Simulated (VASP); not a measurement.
Wanted: the native input for a VASP 6.6.1 run.

```
Task                               : single point
Functional                         : PBE0
Potentials or basis                : VASP PAW PBE potentials, release 64 (Sb)
Cutoff                             : 520 eV
k mesh                             : 4 × 4 × 4
Occupations                        : fermi-dirac, width 0.05 eV
Spin                               : no spin polarisation
Dipole correction                  : no
Grid for exact exchange (PRECFOCK) : Normal
Further INCAR settings             : ALGO = Normal; EDIFF = 1e-06; NBANDS = 12
Share of exact exchange            : 0.25
```

Crystal: Sb.

```
Sb
1.0
     3.33202    0.00000    0.00000
    -1.66601    2.88561    0.00000
     0.00000    0.00000    5.43345
Sb
2
Direct
  0.66667 0.33333 0.75000
  0.33333 0.66667 0.25000
```

This isn't the form of Sb at room conditions, which is rhombohedral.

The input as run:

POSCAR

```
Sb
1.0
    3.3320180998      0.0000000000      0.0000000000
   -1.6660090499      2.8856123203      0.0000000000
    0.0000000000      0.0000000000      5.4334470562
Sb
2
Direct
    0.6666666667      0.3333333333      0.7500000000
    0.3333333333      0.6666666667      0.2500000000
```

INCAR.step1

```
ALGO     = Normal         # electronic algorithm
EDIFF    = 1E-5           # SCF threshold, eV
ENCUT    = 520            # plane-wave cutoff, eV
GGA      = PE             # functional
ISIF     = 2              # what is computed and relaxed
ISMEAR   = -1             # smearing method
LASPH    = True           # aspherical terms in the spheres
LREAL    = False          # projectors in reciprocal space
LWAVE    = True           # write WAVECAR
NBANDS   = 12             # bands
NELM     = 60             # most SCF steps
PREC     = Accurate       # precision mode
SIGMA    = 0.05           # smearing width, eV
```

INCAR.step2

```
AEXX     = 0.25           # exact-exchange fraction
ALGO     = Normal         # electronic algorithm
EDIFF    = 1E-6           # SCF threshold, eV
ENCUT    = 520            # plane-wave cutoff, eV
GGA      = PE             # functional
ISIF     = 2              # what is computed and relaxed
ISMEAR   = -1             # smearing method
ISTART   = 1            
LASPH    = True           # aspherical terms in the spheres
LCHARG   = True           # write CHGCAR
LELF     = True           # ELF
LHFCALC  = True           # exact exchange
LREAL    = False          # projectors in reciprocal space
LVHAR    = True         
LWAVE    = False          # write WAVECAR
NBANDS   = 12             # bands
NELM     = 60             # most SCF steps
PREC     = Accurate       # precision mode
PRECFOCK = Normal       
SIGMA    = 0.05           # smearing width, eV
```

KPOINTS

```
k-points
0
Gamma
  4 4 4
```

Potentials or basis: VASP PAW PBE potentials, release 64 (Sb).

Run with:

```bash
$ cat potpaw_PBE.64/Sb/POTCAR > POTCAR
$ cp INCAR.step1 INCAR
$ mpirun -np 1 vasp_std > vasp.out
$ cp INCAR.step2 INCAR
$ mpirun -np 1 vasp_std > vasp.out
```

It gave:

The pressure is -1.8 GPa. The band gap on the k mesh is zero (bands 5 and 6 overlap by 8.04 eV).

Caveat: the k points lie up to 0.54 Å⁻¹ apart, too coarse for converged energies and pressures of a metal; the PAW data sets were made with another functional, which shifts forces and pressure a little; spin-orbit coupling is left out, which moves the levels of the heavy elements.

It took 11 min on 1 thread of Intel Xeon 8259CL, on a shared host, peak memory 0.18 GiB.
